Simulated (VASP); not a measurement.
# In4Sb (P-43m) in VASP: a series of runs

Runs on In4Sb. Level: PBE. Tasks: single point.

Program: VASP 6.6.1. These are calculated values, not measurements. Logs are shortened: lines on timing, memory, paths and dates and some standing lists are left out, and cuts for length are marked.

## 1. The cell of the first run

The structure is cubic, space group P-43m (No. 215). The conventional cell has a = 5.244 Å, b = 5.244 Å, c = 5.244 Å, α = 90.00°, β = 90.00°, γ = 90.00°. In (site symmetry 3m) has 1 Sb at 2.27 Å within 3.0 Å. Within 3.0 Å of Sb (site symmetry -43m) lie 4 In at 2.27 Å.

The cell was generated, and may not be a known phase.

## 2. Single point, PBE

Input file INCAR:

```
SYSTEM = In4Sb
ALGO = Normal
EDIFF = 1E-6
ENCUT = 520
GGA = PE
ISIF = 2
ISMEAR = 0
LASPH = .TRUE.
LCHARG = .FALSE.
LREAL = .FALSE.
LWAVE = .FALSE.
NBANDS = 36
NELM = 60
PREC = Accurate
SIGMA = 0.1
```

Input file KPOINTS:

```
k-points
0
G
  4 4 4
  0 0 0
```

Input file POSCAR:

```
In4Sb
1.0
    5.2442391700      0.0000000000      0.0000000000
    0.0000000000      5.2442391700      0.0000000000
    0.0000000000      0.0000000000      5.2442391700
In Sb
4 1
Direct
    0.2500000000      0.2500000000      0.2500000000
    0.7500000000      0.7500000000      0.2500000000
    0.2500000000      0.7500000000      0.7500000000
    0.7500000000      0.2500000000      0.7500000000
    0.0000000000      0.0000000000      0.0000000000
```

Potentials or basis: VASP PAW PBE potentials, release 64 (In_d, Sb).

The run is started by

```bash
$ cat potpaw_PBE.64/In_d/POTCAR potpaw_PBE.64/Sb/POTCAR > POTCAR
$ mpirun -np 1 vasp_std > vasp.out
```

OUTCAR:

```text
SYSTEM = In4Sb
   EDIFF = 1E-6
   ENCUT = 520
   GGA = PE
   ISIF = 2
   ISMEAR = 0
   LASPH = .TRUE.
   LREAL = .FALSE.
   NELM = 60
   PREC = Accurate

 ion  position               nearest neighbor table
   1  0.250  0.250  0.250-   5 2.27   3 3.71   4 3.71   2 3.71   3 3.71   4 3.71   2 3.71   3 3.71
                             3 3.71   2 3.71   4 3.71   4 3.71   2 3.71
   2  0.750  0.750  0.250-   5 2.27   3 3.71   4 3.71   1 3.71   3 3.71   4 3.71   1 3.71   4 3.71
                             4 3.71   1 3.71   3 3.71   3 3.71   1 3.71
   3  0.250  0.750  0.750-   5 2.27   2 3.71   4 3.71   1 3.71   1 3.71   2 3.71   1 3.71   4 3.71
                             1 3.71   2 3.71   4 3.71   2 3.71   4 3.71
   4  0.750  0.250  0.750-   5 2.27   2 3.71   3 3.71   1 3.71   1 3.71   2 3.71   2 3.71   3 3.71
                             2 3.71   1 3.71   3 3.71   1 3.71   3 3.71
   5  0.000  0.000  0.000-   1 2.27   2 2.27   3 2.27   4 2.27

  LATTYP: Found a simple cubic cell.
 ALAT       =     5.2442391700

  Lattice vectors:

 A1 = (   5.2442391700,   0.0000000000,   0.0000000000)
 A2 = (   0.0000000000,   5.2442391700,   0.0000000000)
 A3 = (   0.0000000000,   0.0000000000,   5.2442391700)

Analysis of symmetry for initial positions (statically):
=====================================================================
 Subroutine PRICEL returns:
 Original cell was already a primitive cell.

 Routine SETGRP: Setting up the symmetry group for a
 simple cubic supercell.

 Subroutine GETGRP returns: Found 24 space group operations
 (whereof 24 operations were pure point group operations)
 out of a pool of 48 trial point group operations.

The static configuration has the point symmetry T_d .

Analysis of symmetry for dynamics (positions and initial velocities):
=====================================================================
 Subroutine PRICEL returns:
 Original cell was already a primitive cell.

 Routine SETGRP: Setting up the symmetry group for a
 simple cubic supercell.

 Subroutine GETGRP returns: Found 24 space group operations
 (whereof 24 operations were pure point group operations)
 out of a pool of 48 trial point group operations.

The dynamic configuration has the point symmetry T_d .

 Subroutine INISYM returns: Found 24 space group operations
 (whereof 24 operations are pure point group operations),
 and found     1 'primitive' translations

----------------------------------------------------------------------------------------

                                     Primitive cell

  volume of cell :     144.2273

  direct lattice vectors                    reciprocal lattice vectors
     5.244239170  0.000000000  0.000000000     0.190685430  0.000000000  0.000000000
     0.000000000  5.244239170  0.000000000     0.000000000  0.190685430  0.000000000
     0.000000000  0.000000000  5.244239170     0.000000000  0.000000000  0.190685430

  length of vectors
     5.244239170  5.244239170  5.244239170     0.190685430  0.190685430  0.190685430

  position of ions in fractional coordinates (direct lattice)
     0.250000000  0.250000000  0.250000000
     0.750000000  0.750000000  0.250000000
     0.250000000  0.750000000  0.750000000
     0.750000000  0.250000000  0.750000000
     0.000000000  0.000000000  0.000000000

  ion indices of the primitive-cell ions
   primitive index   ion index
                 1           1
                 2           2
                 3           3
                 4           4
                 5           5

----------------------------------------------------------------------------------------

 KPOINTS: k-points

Automatic generation of k-mesh.
 Grid dimensions read from file:
 generate k-points for:    4    4    4

 Generating k-lattice:

  Cartesian coordinates                     Fractional coordinates (reciprocal lattice)
     0.047671357  0.000000000  0.000000000     0.250000000  0.000000000  0.000000000
     0.000000000  0.047671357  0.000000000     0.000000000  0.250000000  0.000000000
     0.000000000  0.000000000  0.047671357     0.000000000  0.000000000  0.250000000

  Length of vectors
     0.047671357  0.047671357  0.047671357

  Shift w.r.t. Gamma in fractional coordinates (k-lattice)
     0.000000000  0.000000000  0.000000000

 Subroutine IBZKPT returns following result:
 ===========================================

 Found     10 irreducible k-points:

 Following reciprocal coordinates:
            Coordinates               Weight
  0.000000  0.000000  0.000000      1.000000
  0.250000  0.000000  0.000000      6.000000
  0.500000  0.000000  0.000000      3.000000
  0.250000  0.250000  0.000000     12.000000
  0.500000  0.250000  0.000000     12.000000
  0.500000  0.500000  0.000000      3.000000
  0.250000  0.250000  0.250000      8.000000
  0.500000  0.250000  0.250000     12.000000
  0.500000  0.500000  0.250000      6.000000
  0.500000  0.500000  0.500000      1.000000
   k-points           NKPTS =     10   k-points in BZ     NKDIM =     10   number of bands    NBANDS=     36
   number of dos      NEDOS =    301   number of ions     NIONS =      5
   total plane-waves  NPLWV =  64000
   dimension x,y,z NGX =    40 NGY =   40 NGZ =   40
   dimension x,y,z NGXF=    80 NGYF=   80 NGZF=   80
   ions per type =               4   1
   NGX,Y,Z   is equivalent  to a cutoff of  12.68, 12.68, 12.68 a.u.
   NGXF,Y,Z  is equivalent  to a cutoff of  25.36, 25.36, 25.36 a.u.
 SYSTEM =  In4Sb
   PREC   = accura    normal or accurate (medium, high low for compatibility)
   ISTART =      0    job   : 0-new  1-cont  2-samecut
   ICHARG =      2    charge: 1-file 2-atom 10-const
   ISPIN  =      1    spin polarized calculation?
   LNONCOLLINEAR =      F non collinear calculations
   LSORBIT =      F    spin-orbit coupling
   LASPH  =      T    aspherical Exc in radial PAW
   ENCUT  =  520.0 eV  38.22 Ry    6.18 a.u.   9.75  9.75  9.75*2*pi/ulx,y,z
   NELM   =     60;   NELMIN=  2; NELMDL= -5     # of ELM steps
   EDIFF  = 0.1E-05   stopping-criterion for ELM
   LREAL  =      F    real-space projection
   EDIFFG = 0.1E-04   stopping-criterion for IOM
   NSW    =      0    number of steps for IOM
   IBRION =     -1    ionic relax: 0-MD 1-quasi-New 2-CG
   NFREE  =      0    steps in history (QN), initial steepest desc. (CG)
   ISIF   =      2    stress and relaxation
   ISYM   =      2    0-nonsym 1-usesym 2-fastsym
   POTIM  = 0.5000    time-step for ionic-motion
   TEBEG  =    0.0;   TEEND  =   0.0 temperature during run
   PSTRESS=    0.0 pullay stress
   NELECT =      57.0000    total number of electrons
   NUPDOWN=      -1.0000    fix difference up-down
   EMIN   =  10.00;   EMAX   =-10.00  energy-range for DOS
   EFERMI =   0.00;   METHOD = LEGACY
   ISMEAR =     0;   SIGMA  =   0.10  broadening in eV -4-tet -1-fermi 0-gaus
   EFERMI_NEDOS =   21; number of points for ismear=-14 and -15
   IALGO  =     38    algorithm
   IMIX   =      4    mixing-type and parameters
     AMIX     =   0.40;   BMIX     =  1.00
     AMIX_MAG =   1.60;   BMIX_MAG =  1.00
  volume/ion in A,a.u.               =      28.85       194.66
  Fermi-wavevector in a.u.,A,eV,Ry     =   1.201390  2.270298 19.637800  1.443338
  Thomas-Fermi vector in A             =   2.337200
   LORBIT       =      0    0 simple, 1 ext, 2 COOP (PROOUT), +10 PAW based schemes
   GGA     = PE    functional components
   LHFCALC =     F    Hartree Fock is set to
   AEXX    =    0.0000 exact exchange contribution
   IVDW    =     0    specifies the selected vdW correction
   LEPSILON=     F    determine dielectric tensor
   LRPA    =     F    only Hartree local field effects (RPA)
 non-spin polarized calculation
 Gauss-broadening in eV      SIGMA  =   0.10
  energy-cutoff  :      520.00
  volume of cell :      144.23
 maximum number of plane-waves:      3912
 NGX is ok and might be reduce to    40
   NGX = 19   NGY = 19   NGZ = 19

 number of electron      57.0000043 magnetization

 Free energy of the ion-electron system (eV)
  ---------------------------------------------------
  ext. energy  EPLUGINS =         0.00000000
  ---------------------------------------------------
  free energy    TOTEN  =        -5.08401781 eV

  energy without entropy =       -5.05825972  energy(sigma->0) =       -5.07113877

 E-fermi :   6.7507     XC(G=0):  -9.5943

 val. band max:        6.7007217165   @ k =   0.2500   0.0000   0.0000
 cond. band min:       6.7814666178   @ k =   0.5000   0.2500   0.0000
 fundamental gap:      0.0807449013
 Fermi energy:         6.7507392862

 k-point     1 :       0.0000    0.0000    0.0000
  band No.  band energies     occupation
      1      -9.5526      2.00000
      2      -8.6666      2.00000
      3      -8.6666      2.00000
      4      -8.6666      2.00000
      5      -8.3963      2.00000
      6      -8.3963      2.00000
[... 28 lines left out ...]
     35      11.0386      0.00000
     36      11.0386      0.00000

 k-point     2 :       0.2500    0.0000    0.0000
  band No.  band energies     occupation
      1      -9.5329      2.00000
      2      -8.6817      2.00000
      3      -8.6534      2.00000
      4      -8.6534      2.00000
      5      -8.3891      2.00000
      6      -8.3794      2.00000
[... 28 lines left out ...]
     35      11.7204      0.00000
     36      11.9217      0.00000

 k-point     3 :       0.5000    0.0000    0.0000
  band No.  band energies     occupation
      1      -9.5121      2.00000
      2      -8.6995      2.00000
      3      -8.6390      2.00000
      4      -8.6390      2.00000
      5      -8.3852      2.00000
      6      -8.3727      2.00000
[... 28 lines left out ...]
     35      10.8334      0.00000
     36      10.8334      0.00000
[... 196 lines left out ...]
 k-point     9 :       0.5000    0.5000    0.2500
  band No.  band energies     occupation
      1      -9.5324      2.00000
      2      -8.6800      2.00000
      3      -8.6565      2.00000
      4      -8.6565      2.00000
      5      -8.3768      2.00000
      6      -8.3696      2.00000
[... 28 lines left out ...]
     35      11.2590      0.00000
     36      12.3571      0.00000

 k-point    10 :       0.5000    0.5000    0.5000
  band No.  band energies     occupation
      1      -9.5520      2.00000
      2      -8.6676      2.00000
      3      -8.6676      2.00000
      4      -8.6676      2.00000
      5      -8.3764      2.00000
      6      -8.3764      2.00000
[... 28 lines left out ...]
     35      12.3672      0.00000
     36      12.4064      0.00000

------------------------ aborting loop because EDIFF is reached ----------------------------------------

  FORCE on cell =-STRESS in cart. coord.  units (eV):
  Direction    XX          YY          ZZ          XY          YZ          ZX
  --------------------------------------------------------------------------------------
  -------------------------------------------------------------------------------------
  Total       24.6607658     24.6607658     24.6607658      0.0000000      0.0000000     -0.0000000
  in kB      273.9489697    273.9489697    273.9489697      0.0000000      0.0000000     -0.0000000
  external PRESSURE =     273.9489697 kB  Pullay stress =       0.0000000 kB

 VOLUME and BASIS-vectors are now :
 -----------------------------------------------------------------------------
  energy-cutoff  :      520.00
  volume of cell :      144.23
      direct lattice vectors                 reciprocal lattice vectors
     5.244239170  0.000000000  0.000000000     0.190685430  0.000000000  0.000000000
     0.000000000  5.244239170  0.000000000     0.000000000  0.190685430  0.000000000
     0.000000000  0.000000000  5.244239170     0.000000000  0.000000000  0.190685430

 POSITION                                       TOTAL-FORCE (eV/Angst)
 -----------------------------------------------------------------------------------
      1.31106      1.31106      1.31106         5.351703      5.351703      5.351703
      3.93318      3.93318      1.31106        -5.351703     -5.351703      5.351703
      1.31106      3.93318      3.93318         5.351703     -5.351703     -5.351703
      3.93318      1.31106      3.93318        -5.351703      5.351703     -5.351703
      0.00000      0.00000      0.00000        -0.000000      0.000000      0.000000
 -----------------------------------------------------------------------------------
    total drift:                                0.000000      0.000000      0.000000

  FREE ENERGIE OF THE ION-ELECTRON SYSTEM (eV)
  ---------------------------------------------------
  free  energy   TOTEN  =        -5.0840178093 eV

  energy  without entropy=       -5.0582597224  energy(sigma->0) =       -5.07113877
```

Run time: 30 s. Hardware: 1 thread of AMD EPYC 9R45 (Zen 5), shared host; peak memory 0.22 GiB.

Results:

* Free energy: -5.0840 eV
* Pressure: 27.4 GPa
* Band gap on the k mesh: zero (an odd number of electrons rules out a gap without spin polarisation)

Levels at points of the mesh, in eV from the Fermi level:
```tsv
k point	band 26	band 27	band 28	band 29	band 30	band 31
(0.00, 0.00, 0.00)	-2.07	-2.07	0.13	0.13	0.13	2.65
(0.50, 0.00, 0.00)	-2.38	-0.83	-0.72	-0.72	-0.17	2.25
(0.50, 0.50, 0.00)	-1.58	-0.61	-0.61	0.06	0.06	0.62
(0.50, 0.50, 0.50)	-3.32	-3.32	-3.23	2.52	2.52	2.52
```

Caveat: the cell stands under pressure; spin-orbit coupling is left out, which moves the levels of the heavy elements.

[end of part 1 of 2]

The gap in the log of VASP goes by the Fermi energy; the results here count the filled bands.